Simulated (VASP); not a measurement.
A run of VASP 6.6.1 is set up as follows.

The input INCAR:

```
ALGO = Normal ; EDIFF = 1E-6
ENCUT = 520 ; GGA = CA
ISIF = 2 ; ISMEAR = -1
LASPH = T ; LCHARG = F
LREAL = F ; LWAVE = F
NBANDS = 14 ; NELM = 60
PREC = Accurate ; SIGMA = 0.13605693000000002
```

KPOINTS

```
k-points
0
Gamma
  10 10 10
```

The input POSCAR:

```
F
1.0
    0.0000000000      2.3352478618      2.3352478618
    2.3352478618      0.0000000000      2.3352478618
    2.3352478618      2.3352478618      0.0000000000
F
2
Direct
    0.0000000000      0.0000000000      0.0000000000
    0.2500000000      0.2500000000      0.2500000000
```

Potentials or basis: VASP PAW LDA potentials, release 64 (F).

The run is started by

```console
$ cat potpaw_LDA.64/F/POTCAR > POTCAR
$ mpirun -np 1 vasp_std > vasp.out
```

(1) What does it give for the band gap on the k mesh?

(2) Predict the pressure.

## Answers

(1) zero (band 7 reaches -3.90 eV, above the bottom of band 8 at -5.13 eV).

(2) -0.4 GPa.
